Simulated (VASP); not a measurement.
# In in VASP: further runs

In is run at these levels: LDA; tasks: electric field gradients.

Program: VASP 6.6.1. These are calculated values, not measurements. Logs are shortened: lines on timing, memory, paths and dates and some standing lists are left out, and cuts for length are marked.

## 1. The cell of the first run

Symmetry: C2/m, No. 12, monoclinic system. The conventional cell has a = 4.646 Å, b = 4.553 Å, c = 3.346 Å, α = 90.00°, β = 132.34°, γ = 90.00°. Within 4.3 Å of In (site symmetry 2/m) lie 12 In at 3.25 to 3.44 Å.

## 2. Electric field gradients, LDA (equal xy, yz and zx shear strains of +2 %)

Input file INCAR:

```
PREC     = Accurate       # precision mode
ENCUT    = 520            # plane-wave cutoff, eV
EDIFF    = 1E-8           # SCF threshold, eV
ISMEAR   = -1             # smearing method
SIGMA    = 0.05           # smearing width, eV
LREAL    = F              # projectors in reciprocal space
LASPH    = T              # aspherical terms in the spheres
NELM     = 80             # most SCF steps
ALGO     = Normal         # electronic algorithm
ISIF     = 2              # what is computed and relaxed
LWAVE    = F              # write WAVECAR
LCHARG   = F              # write CHGCAR
GGA      = CA             # functional
LEFG     = T            
NBANDS   = 12             # bands
```

Input file KPOINTS:

```
Automatic mesh
0
Gamma
  14 14 14
```

Input file POSCAR:

```
In
1.0
   -1.5851490000      1.6346280000      2.4739500000
    1.6346280000     -1.5851490000      2.4739500000
    1.6176720000      1.6176720000     -2.4414270000
In
1
Direct
    0.0000000000      0.0000000000      0.0000000000
```

Potentials or basis: VASP PAW LDA potentials, release 64 (In_d).

Command:

```console
> cat potpaw_LDA.64/In_d/POTCAR > POTCAR
> mpirun -np 1 vasp_std > vasp.out
```

OUTCAR:

```text
PREC = Accurate
   ENCUT = 520
   EDIFF = 1E-8
   ISMEAR = -1
   LREAL = F
   LASPH = T
   NELM = 80
   ISIF = 2
   GGA = CA

 ion  position               nearest neighbor table
   1  0.000  0.000  0.000-

  Warning from LATTYP: Got some problem with cell dimensions!
  Tried to take original basis but could not verify dimensions!
  LATTYP: Found a base centered monoclinic cell.
 ALAT       =     4.6458966050
 B/A-ratio  =     0.9801019455
 C/A-ratio  =     0.7201596088
 COS(beta)  =    -0.6734820850

  Lattice vectors:

 A1 = (  -0.0325230000,  -3.2523000000,  -0.0325230000)
 A2 = (  -3.2523000000,  -0.0325230000,  -0.0325230000)
 A3 = (   1.6176720000,   1.6176720000,  -2.4414270000)

Analysis of symmetry for initial positions (statically):
=====================================================================
 Subroutine PRICEL returns:
 Original cell was already a primitive cell.

 Routine SETGRP: Setting up the symmetry group for a
 base centered monoclinic supercell.

 Subroutine GETGRP returns: Found  4 space group operations
 (whereof  4 operations were pure point group operations)
 out of a pool of  4 trial point group operations.

The static configuration has the point symmetry C_2h.

Analysis of symmetry for dynamics (positions and initial velocities):
=====================================================================
 Subroutine PRICEL returns:
 Original cell was already a primitive cell.

 Routine SETGRP: Setting up the symmetry group for a
 base centered monoclinic supercell.

 Subroutine GETGRP returns: Found  4 space group operations
 (whereof  4 operations were pure point group operations)
 out of a pool of  4 trial point group operations.

The dynamic configuration has the point symmetry C_2h.

 Subroutine INISYM returns: Found  4 space group operations
 (whereof  4 operations are pure point group operations),
 and found     1 'primitive' translations

----------------------------------------------------------------------------------------

                                     Primitive cell

  volume of cell :      26.1603

  direct lattice vectors                    reciprocal lattice vectors
    -1.585149000  1.634628000  2.473950000    -0.005046352  0.305534163  0.199101066
     1.634628000 -1.585149000  2.473950000     0.305534163 -0.005046352  0.199101066
     1.617672000  1.617672000 -2.441427000     0.304490701  0.304490701 -0.006089814

  length of vectors
     3.362310910  3.362310910  3.345787082     0.364716088  0.364716088  0.430657939

  position of ions in fractional coordinates (direct lattice)
     0.000000000  0.000000000  0.000000000

  ion indices of the primitive-cell ions
   primitive index   ion index
                 1           1

----------------------------------------------------------------------------------------

 KPOINTS: Automatic mesh

Automatic generation of k-mesh.
 Grid dimensions read from file:
 generate k-points for:   14   14   14

 Generating k-lattice:

  Cartesian coordinates                     Fractional coordinates (reciprocal lattice)
    -0.000360454  0.021823869  0.014221505     0.071428571 -0.000000000  0.000000000
     0.021823869 -0.000360454  0.014221505    -0.000000000  0.071428571  0.000000000
     0.021749336  0.021749336 -0.000434987    -0.000000000 -0.000000000  0.071428571

  Length of vectors
     0.026051149  0.026051149  0.030761281

  Shift w.r.t. Gamma in fractional coordinates (k-lattice)
     0.000000000  0.000000000  0.000000000

 Subroutine IBZKPT returns following result:
 ===========================================

 Found    744 irreducible k-points:

 Following reciprocal coordinates:
            Coordinates               Weight
  0.000000  0.000000  0.000000      1.000000
  0.071429  0.000000 -0.000000      4.000000
  0.142857  0.000000 -0.000000      4.000000
  0.214286  0.000000 -0.000000      4.000000
  0.285714  0.000000  0.000000      4.000000
  0.357143  0.000000  0.000000      4.000000
[... 16 lines left out ...]
  0.214286  0.142857 -0.000000      4.000000
  0.285714  0.142857  0.000000      4.000000
 [... further k-points ...]
   k-points           NKPTS =    744   k-points in BZ     NKDIM =    744   number of bands    NBANDS=     12
   number of dos      NEDOS =    301   number of ions     NIONS =      1
   total plane-waves  NPLWV =  21952
   dimension x,y,z NGX =    28 NGY =   28 NGZ =   28
   dimension x,y,z NGXF=    56 NGYF=   56 NGZF=   56
   ions per type =               1
   NGX,Y,Z   is equivalent  to a cutoff of  13.84, 13.84, 13.91 a.u.
   NGXF,Y,Z  is equivalent  to a cutoff of  27.69, 27.69, 27.83 a.u.
 SYSTEM =  unknown system
   PREC   = accura    normal or accurate (medium, high low for compatibility)
   ISTART =      0    job   : 0-new  1-cont  2-samecut
   ICHARG =      2    charge: 1-file 2-atom 10-const
   ISPIN  =      1    spin polarized calculation?
   LNONCOLLINEAR =      F non collinear calculations
   LSORBIT =      F    spin-orbit coupling
   LASPH  =      T    aspherical Exc in radial PAW
   ENCUT  =  520.0 eV  38.22 Ry    6.18 a.u.   6.25  6.25  6.22*2*pi/ulx,y,z
   NELM   =     80;   NELMIN=  2; NELMDL= -5     # of ELM steps
   EDIFF  = 0.1E-07   stopping-criterion for ELM
   LREAL  =      F    real-space projection
   EDIFFG = 0.1E-06   stopping-criterion for IOM
   NSW    =      0    number of steps for IOM
   IBRION =     -1    ionic relax: 0-MD 1-quasi-New 2-CG
   NFREE  =      0    steps in history (QN), initial steepest desc. (CG)
   ISIF   =      2    stress and relaxation
   ISYM   =      2    0-nonsym 1-usesym 2-fastsym
   POTIM  = 0.5000    time-step for ionic-motion
   TEBEG  =    0.0;   TEEND  =   0.0 temperature during run
   PSTRESS=    0.0 pullay stress
   NELECT =      13.0000    total number of electrons
   NUPDOWN=      -1.0000    fix difference up-down
   EMIN   =  10.00;   EMAX   =-10.00  energy-range for DOS
   EFERMI =   0.00;   METHOD = LEGACY
   ISMEAR =    -1;   SIGMA  =   0.05  broadening in eV -4-tet -1-fermi 0-gaus
   EFERMI_NEDOS =   21; number of points for ismear=-14 and -15
   IALGO  =     38    algorithm
   IMIX   =      4    mixing-type and parameters
     AMIX     =   0.40;   BMIX     =  1.00
     AMIX_MAG =   1.60;   BMIX_MAG =  1.00
  volume/ion in A,a.u.               =      26.16       176.54
  Fermi-wavevector in a.u.,A,eV,Ry     =   1.296707  2.450420 22.877489  1.681448
  Thomas-Fermi vector in A             =   2.428146
   LORBIT       =      0    0 simple, 1 ext, 2 COOP (PROOUT), +10 PAW based schemes
   GGA     = CA    functional components
   LHFCALC =     F    Hartree Fock is set to
   AEXX    =    0.0000 exact exchange contribution
   IVDW    =     0    specifies the selected vdW correction
   LEPSILON=     F    determine dielectric tensor
   LRPA    =     F    only Hartree local field effects (RPA)
 non-spin polarized calculation
  energy-cutoff  :      520.00
  volume of cell :       26.16
 maximum number of plane-waves:       718
 NGX is ok and might be reduce to    28
   NGX = 13   NGY = 13   NGZ = 13

 number of electron      13.0000002 magnetization

 Free energy of the ion-electron system (eV)
  ---------------------------------------------------
  ext. energy  EPLUGINS =         0.00000000
  ---------------------------------------------------
  free energy    TOTEN  =        -3.20810589 eV

  energy without entropy =       -3.20484559  energy(sigma->0) =       -3.20647574

 E-fermi :   7.2371     XC(G=0): -10.5270

 val. band max:        7.2341000762   @ k =  -0.4286   0.3571   0.2143
 cond. band min:       7.2404192054   @ k =  -0.3571   0.0000   0.3571
 fundamental gap:      0.0063191292
 Fermi energy:         7.2370915395

 k-point     1 :       0.0000    0.0000    0.0000
  band No.  band energies     occupation
      1      -7.4079      2.00000
      2      -7.3081      2.00000
      3      -7.2927      2.00000
      4      -7.2153      2.00000
      5      -7.1086      2.00000
      6      -2.3481      2.00000
      7      17.3720      0.00000
      8      17.5286      0.00000
      9      18.1022      0.00000
     10      18.9983      0.00000
     11      20.9318      0.00000
     12      21.3134      0.00000

 k-point     2 :       0.0714    0.0000   -0.0000
  band No.  band energies     occupation
      1      -7.4002      2.00000
      2      -7.3039      2.00000
      3      -7.2906      2.00000
      4      -7.2127      2.00000
      5      -7.1113      2.00000
      6      -2.2384      2.00000
      7      16.0444      0.00000
      8      17.3552      0.00000
      9      17.8377      0.00000
     10      18.8568      0.00000
     11      21.3723      0.00000
     12      21.9090      0.00000
[... 316 lines left out ...]
 k-point    24 :       0.2857    0.1429    0.0000
  band No.  band energies     occupation
      1      -7.3480      2.00000
      2      -7.3198      2.00000
      3      -7.2514      2.00000
      4      -7.1157      2.00000
      5      -7.0825      2.00000
      6       0.3809      2.00000
      7       8.2564      0.00000
      8      12.5114      0.00000
      9      15.4941      0.00000
     10      18.1693      0.00000
     11      20.3990      0.00000
     12      21.6991      0.00000

 [... further k-points ...]
[... 5 lines left out ...]
  --------------------------------------------------------------------------------------
  -------------------------------------------------------------------------------------
  Total       -0.4469214     -0.4469214     -0.4078572     -0.0160118     -0.0044725     -0.0044724
  in kB      -27.3715291    -27.3715291    -24.9790581     -0.9806376     -0.2739145     -0.2739131
  external PRESSURE =     -26.5740387 kB  Pullay stress =       0.0000000 kB

 VOLUME and BASIS-vectors are now :
 -----------------------------------------------------------------------------
  energy-cutoff  :      520.00
  volume of cell :       26.16
      direct lattice vectors                 reciprocal lattice vectors
    -1.585149000  1.634628000  2.473950000    -0.005046352  0.305534163  0.199101066
     1.634628000 -1.585149000  2.473950000     0.305534163 -0.005046352  0.199101066
     1.617672000  1.617672000 -2.441427000     0.304490701  0.304490701 -0.006089814

 POSITION                                       TOTAL-FORCE (eV/Angst)
 -----------------------------------------------------------------------------------
      0.00000      0.00000      0.00000         0.000000      0.000000      0.000000
 -----------------------------------------------------------------------------------
    total drift:                               -0.000000     -0.000000     -0.000000

  FREE ENERGIE OF THE ION-ELECTRON SYSTEM (eV)
  ---------------------------------------------------
  free  energy   TOTEN  =        -3.2081058903 eV

  energy  without entropy=       -3.2048455930  energy(sigma->0) =       -3.20647574

 Electric field gradients (V/A^2)
---------------------------------------------------------------------
 ion       V_xx      V_yy      V_zz      V_xy      V_xz      V_yz
---------------------------------------------------------------------
   1     -10.631   -10.631    21.262     2.622     3.305     3.305
---------------------------------------------------------------------

 Electric field gradients after diagonalization (V/A^2)
 (convention: |V_zz| > |V_xx| > |V_yy|)
----------------------------------------------------------------------
 ion       V_xx      V_yy      V_zz     asymmetry (V_yy - V_xx)/ V_zz
----------------------------------------------------------------------
   1     -13.253    -8.738    21.990       0.205
----------------------------------------------------------------------

           NMR quadrupolar parameters

 Cq : quadrupolar parameter    Cq=e*Q*V_zz/h
 eta: asymmetry parameters     (V_yy - V_xx)/ V_zz
 Q  : nuclear electric quadrupole moment in mb (millibarn)
----------------------------------------------------------------------
 ion       Cq(MHz)       eta       Q (mb)
----------------------------------------------------------------------
   1       0.053       0.205       1.000
----------------------------------------------------------------------
```

Wall time 3.2 min (1 thread of Intel Xeon 6975P-C, shared host); peak memory 0.32 GiB.

What came out:

| Item | Value |
| --- | --- |
| Free energy | -3.2081 eV |
| Pressure | -2.7 GPa |

Levels at points of the mesh, in eV from the Fermi level:
| k point | band 4 | band 5 | band 6 | band 7 | band 8 | band 9 |
| --- | --- | --- | --- | --- | --- | --- |
| (0.00, 0.00, 0.00) | -14.45 | -14.35 | -9.59 | 10.13 | 10.29 | 10.87 |
| (0.50, 0.00, 0.00) | -14.27 | -14.22 | -4.53 | -3.42 | 7.68 | 9.16 |
| (0.50, 0.50, 0.00) | -14.23 | -14.15 | -1.86 | -1.59 | 3.13 | 3.95 |
| (0.00, 0.00, 0.50) | -14.23 | -14.15 | -2.08 | -1.92 | 3.58 | 4.06 |
| (0.50, 0.00, 0.50) | -14.25 | -14.22 | -4.24 | -3.32 | 7.16 | 8.82 |
| (0.50, 0.50, 0.50) | -14.22 | -14.20 | -3.01 | -2.68 | 4.61 | 4.71 |

Electric field gradients, principal values (V/Å²):
| atom | least | middle | greatest (by size) |
| --- | --- | --- | --- |
| 1 In | -8.738 | -13.253 | 21.990 |

Caveat: the cell differs from its parent crystal (equal xy, yz and zx shear strains of +2 %); without QUAD_EFG the Cq values of the log hold for a quadrupole moment of 1 mb, not for the nuclei; spin-orbit coupling is left out, which moves the levels of the heavy elements.

(Continued in part 2 of 2.)
